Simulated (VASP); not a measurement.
A run of VASP 6.6.1 is set up as follows.

Contents of INCAR:

```
PREC = Accurate
ENCUT = 520
EDIFF = 1E-6
ISMEAR = 0
SIGMA = 0.05
LREAL = False
LASPH = True
NELM = 100
ALGO = Normal
ISIF = 2
LWAVE = False
LCHARG = False
NBANDS = 28
```

Contents of KPOINTS:

```
regular mesh
0
Gamma
  5 5 5
```

Contents of POSCAR:

```
KGeO3
1.0
    3.7654091701      0.0000000000      0.0000000000
    0.0000000000      3.7654091701      0.0000000000
    0.0000000000      0.0000000000      3.7654091701
K Ge O
1 1 3
Direct
    0.0000000000      0.0000000000      0.0000000000
    0.5000000000      0.5000000000      0.5000000000
    0.5000000000      0.5000000000      0.0000000000
    0.0000000000      0.5000000000      0.5000000000
    0.5000000000      0.0000000000      0.5000000000
```

Potentials or basis: VASP PAW LDA potentials, release 64 (K_sv, Ge_d, O).

Command:

```sh
$ cat potpaw_LDA.64/K_sv/POTCAR potpaw_LDA.64/Ge_d/POTCAR potpaw_LDA.64/O/POTCAR > POTCAR
$ mpirun -np 1 vasp_std > vasp.out
```

(1) Estimate the pressure.

## Answers

(1) 1.3 GPa.

Caveat: an odd number of electrons without spin polarisation forces a metal; a magnetic or distorted state may lie lower.
